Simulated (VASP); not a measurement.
Runs of VASP 6.6.1 on GaSb. The structure is that of space group I-4m2 (No. 119), or close to it. The cells are those of the table. 

```tsv
cell	gap on the mesh (eV)	pressure (GPa)
a = 4.382 Å, angles 97.0, 97.0, 139.2°, 2 atoms	none	-2.7
a = 4.028 Å, angles 98.6, 98.6, 134.6°, 2 atoms	none	(b)
a = 4.151 Å, angles 96.4, 96.4, 140.8°, 2 atoms	none	10.3
a = 4.544 Å, angles 98.7, 98.7, 134.1°, 2 atoms	none	(a)
a = 4.289 Å, angles 98.1, 98.1, 136.0°, 2 atoms	none	-2.3
```

Alike in all rows: task single point; level PBE; potentials or basis VASP PAW PBE potentials, release 64 (Ga_d, Sb); no spin polarisation; k mesh 16 × 16 × 16; cutoff (eV) 520; smearing gaussian 0.15 eV.

Q: Fill in the values left out.

A: (a) -6.9; (b) 8.5.

Caveats: spin-orbit coupling is left out, which moves the levels of the heavy elements; the cell stands under pressure (at least some runs); the cell stands under tension (at least some runs).

A k mesh can miss the band edges, and the runs leave out spin-orbit coupling on Ga, Sb.

A gap of «none» marks levels without a gap at the run's occupations.
